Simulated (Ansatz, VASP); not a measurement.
# One calculation of Zn, two programs

INCAR

```
PREC = Accurate ; ENCUT = 520
EDIFF = 1E-7 ; ISMEAR = 0
SIGMA = 0.15 ; LREAL = False
LASPH = True ; NELM = 60
ALGO = Fast ; ISIF = 2
LWAVE = False ; LCHARG = False
GGA = PE ; NBANDS = 12
```

The input KPOINTS:

```
Automatic mesh
0
Gamma
  22 22 22
```

Contents of POSCAR:

```
Zn
1.0
   -0.4806622392      1.7208441998      1.7208441998
    1.7208441998     -0.4806622392      1.7208441998
    1.7208441998      1.7208441998     -0.4806622392
Zn
1
Direct
    0.0000000000      0.0000000000      0.0000000000
```

Input for Ansatz:

```yaml
crystal:
  lattice:
    - [-0.4806622392, 1.7208441998, 1.7208441998]
    - [1.7208441998, -0.4806622392, 1.7208441998]
    - [1.7208441998, 1.7208441998, -0.4806622392]
  atoms:
    - { symbol: Zn, position: [0.0, 0.0, 0.0] }
basis:
  ecutwfc: 520.0
kpoints:
  mp_grid: { grid: [22, 22, 22] }
hamiltonian:
  xc: pbe
scf:
  occupations: { method: gaussian, width: 0.15 }
output:
  forces: true
  stress: true
  eigenvalues: true
  write_density: true
  write_potential: true
  elf: true
  volumetric_format: npy
```

Alike in both runs: task single point; functional PBE; k mesh 22 × 22 × 22; occupations gaussian, width 0.15 eV; no spin polarisation.

|  | VASP | Ansatz |
| --- | --- | --- |
| version | VASP 6.6.1 | Ansatz 0.2.0 |
| potentials or method | VASP PAW PBE potentials, release 64 (Zn), cutoff 520 eV | scalar-relativistic, plane waves, PAW |
| valence electrons in the cell | 12 | 12 |

VASP gave:

```
gap on the k mesh at the Fermi level (eV)                     : none
pressure (GPa)                                                : 15.8
traceless stress, the component that is largest in VASP (GPa) : 5.18
```

**Question.** Which values does Ansatz return?

**Answer.** gap on the k mesh at the Fermi level (eV): none; pressure (GPa): 15.2; traceless stress, the component that is largest in VASP (GPa): 5.12.

A gap of «none» marks a metal or a gap that the smearing closes.
